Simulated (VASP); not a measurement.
Runs of VASP 6.6.1 on Be. The structure is that of space group P6_3/mmc (No. 194), or close to it. The cells are those of the table. 

```csv
cell,gap on the mesh (eV),pressure (GPa)
"a = 2.414, b = 2.414, c = 3.511 Å, angles 90.0, 90.0, 120.0°, 2 atoms",none,(c)
"a = 2.242, b = 2.242, c = 3.511 Å, angles 90.0, 90.0, 120.0°, 2 atoms",none,(a)
"a = 2.414, b = 2.414, c = 3.601 Å, angles 90.0, 90.0, 120.0°, 2 atoms",none,-12.8
"a = 2.414, b = 2.414, c = 3.781 Å, angles 90.0, 90.0, 120.0°, 2 atoms",none,-16.8
"a = 2.357, b = 2.357, c = 3.511 Å, angles 90.0, 90.0, 120.0°, 2 atoms",none,-6.2
"a = 2.185, b = 2.185, c = 3.781 Å, angles 90.0, 90.0, 120.0°, 2 atoms",none,(b)
"a = 2.300, b = 2.300, c = 3.511 Å, angles 90.0, 90.0, 120.0°, 2 atoms",none,-1.3
"a = 2.357, b = 2.357, c = 3.691 Å, angles 90.0, 90.0, 120.0°, 2 atoms",none,-11.6
```

Alike in all rows: task single point; level PBE; potentials or basis VASP PAW PBE potentials, release 64 (Be); no spin polarisation; k mesh 24 × 24 × 14; cutoff (eV) 520; smearing gaussian 0.15 eV.

Problem. Fill in the values left out.

Solution. (a) 4.7; (b) 2.7; (c) -10.2.

A gap of «none» marks levels without a gap at the run's occupations.
